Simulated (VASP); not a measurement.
**CdSe: relaxation of cell and atoms with PBEsol**

Crystal: CdSe.

```
CELL_PARAMETERS angstrom
0.00000 3.07027 3.07027
3.07027 0.00000 3.07027
3.07027 3.07027 0.00000
ATOMIC_POSITIONS crystal
Cd 0.00000 0.00000 0.00000
Se 0.75000 0.75000 0.75000
```

```
Program                : VASP 6.6.1
Task                   : relaxation of cell and atoms
Functional             : PBEsol
Potentials or basis    : VASP PAW PBE potentials, release 64 (Cd, Se)
Cutoff                 : 600 eV
k mesh                 : 6 × 6 × 6
Occupations            : gaussian, width 0.01 eV
Spin                   : no spin polarisation
Dipole correction      : no
Further INCAR settings : ALGO = Normal; EDIFF = 1e-06; IBRION = 2; EDIFFG = -0.01; NSW = 80; ISIF = 3
```

| Property | Result |
| --- | --- |
| Relaxed volume | 28.28 Å³/atom |
| Relaxed cell | a = 4.308 Å, b = 4.308 Å, c = 4.308 Å, α = 60.00°, β = 60.00°, γ = 60.00° |
| Space group after relaxing (to 0.05 Å) | F-43m (No. 216) |
| Energy gained by relaxing | 2.4 meV/atom |
| Ionic steps | 3 |
| Pressure after relaxing | 0.0 GPa |
| Band gap on the k mesh | 0.47 eV, direct |

Step by step:
| step | energy change (eV) | largest force (eV/Å) | pressure (GPa) | volume (Å³) |
| --- | --- | --- | --- | --- |
| 1 | 0.0000 | 0.0000 | -1.14 | 57.88 |
| 2 | -0.0044 | 0.0000 | 0.33 | 56.18 |
| 3 | -0.0048 | 0.0000 | 0.02 | 56.55 |

Final structure:
```
CELL_PARAMETERS angstrom
0.00000 3.04651 3.04651
3.04651 0.00000 3.04651
3.04651 3.04651 0.00000
ATOMIC_POSITIONS crystal
Cd 0.00000 0.00000 0.00000
Se 0.75000 0.75000 0.75000
```

Levels at points of the mesh, in eV from the valence-band top:
| k point | band 5 | band 6 | band 7 | band 8 | band 9 | band 10 | band 11 | band 12 | band 13 |
| --- | --- | --- | --- | --- | --- | --- | --- | --- | --- |
| (0.00, 0.00, 0.00) | -7.52 | -7.52 | 0.00 | 0.00 | 0.00 | 0.47 | 5.85 | 5.85 | 5.85 |
| (0.50, 0.00, 0.00) | -7.50 | -7.24 | -4.42 | -0.75 | -0.75 | 2.28 | 6.36 | 6.36 | 7.27 |
| (0.50, 0.50, 0.00) | -7.47 | -7.17 | -4.11 | -1.86 | -1.86 | 3.01 | 3.67 | 8.95 | 10.09 |

Wall time 61 s on 1 thread of Intel Xeon 8259CL, on a shared host, peak memory 0.22 GiB.

Caveat: the PAW data sets were made with another functional, which shifts forces and pressure a little. A hybrid or GW would open this gap; PBEsol tends to underestimate it.
